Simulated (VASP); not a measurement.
The system is CdSe.

```xyz
2
Lattice="0.0000 3.0703 3.0703 3.0703 0.0000 3.0703 3.0703 3.0703 0.0000" Properties=species:S:1:pos:R:3 pbc="T T T"
Cd    0.0000    0.0000    0.0000
Se    1.5351    1.5351    1.5351
```

Base run:

```yaml
Program: VASP 6.6.1
Functional: BLYP
Potentials_or_basis: VASP PAW PBE potentials, release 64 (Cd, Se)
Cutoff: 520 eV
k_mesh: 8 × 8 × 8
Occupations: fermi-dirac, width 0.05 eV
Spin: no spin polarisation
```

Its results: band gap on the k mesh 0.50 eV, direct; pressure 4.4 GPa.

**Question.** After a change of settings the same cell gave: band gap on the k mesh 0.50 eV, direct; pressure 0.6 GPa. Which change was it?
A. functional from BLYP to PBEsol; further incar settings from ALGO = Normal; EDIFF = 1e-06; NBANDS = 16 to ALGO = Normal; EDIFF = 1e-07; NBANDS = 16
B. functional from BLYP to PBE; occupations from fermi-dirac, width 0.05 eV to gaussian, width 0.017 eV
C. dispersion from none to D4
D. functional from BLYP to PBE; dispersion from none to D3(BJ)

**Answer.** C.

Dispersion adds attraction, which lowers the pressure at fixed volume and, as a term added to the energy, leaves the levels alone.

Caveats: the PAW data sets were made with another functional, which shifts forces and pressure a little.
